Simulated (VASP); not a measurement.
**WC: single point with PBE**

The system is WC.

```xyz
2
Lattice="2.9005 0.0000 0.0000 -1.4503 2.5119 0.0000 0.0000 0.0000 2.8290" Properties=species:S:1:pos:R:3 pbc="T T T"
W    -0.3182   -0.3182   -0.4500
C     1.4503    0.8373    1.4145
```

This cell differs from its parent crystal: atom 1 (W) moved by (-0.450, -0.450) A along [1 1 0] and z.

- Program: VASP 6.6.1
- Task: single point
- Functional: PBE
- Potentials or basis: VASP PAW PBE potentials, release 64 (W_sv, C)
- Cutoff: 520 eV
- k mesh: 18 × 18 × 16
- Occupations: gaussian, width 0.15 eV
- Spin: no spin polarisation

```yaml
Pressure: 86.9 GPa
Largest_force: 12.651 eV/Å
Band_gap_on_the_k_mesh: zero (bands 9 and 10 overlap by 1.75 eV)
```

Forces on the atoms (eV/Å):
```
W     1.705   7.490  10.052
C    -1.705  -7.490 -10.052
```

Stress tensor (GPa, compression positive):
```
 38.49 -41.88   8.56
-41.88 130.52  51.77
  8.56  51.77  91.81
```

Levels at points of the mesh, in eV from the Fermi level:
```csv
k point,band 7,band 8,band 9,band 10,band 11,band 12
"(0.00, 0.00, 0.00)",-4.74,-4.19,0.11,1.70,3.53,4.48
"(0.50, 0.00, 0.00)",-5.97,-3.38,-0.73,3.26,3.71,5.26
"(0.00, 0.50, 0.00)",-5.40,-3.87,-0.16,2.24,3.09,4.31
"(0.50, 0.50, 0.00)",-6.04,-3.75,0.24,2.75,3.09,4.75
"(0.00, 0.00, 0.50)",-5.51,-3.47,-0.94,0.29,2.51,5.31
"(0.50, 0.00, 0.50)",-6.31,-5.31,0.95,3.71,4.91,6.99
"(0.00, 0.50, 0.50)",-3.82,-2.94,-1.15,3.01,4.34,4.79
"(0.50, 0.50, 0.50)",-4.13,-3.05,-0.54,1.74,4.70,4.89
```

Run time: 15 min on 1 thread of Oxide Virtual Turin-like Processor (shared host), peak memory 0.85 GiB.

Caveat: the cell differs from its parent crystal (atom 1 (W) moved by (-0.450, -0.450) A along [1 1 0] and z); the stress differs along the axes, from 38 to 131 GPa; spin-orbit coupling is left out, which moves the levels of the heavy elements; forces of over 1 eV/Å act on the atoms, so gaps and moduli don't describe the material at rest.
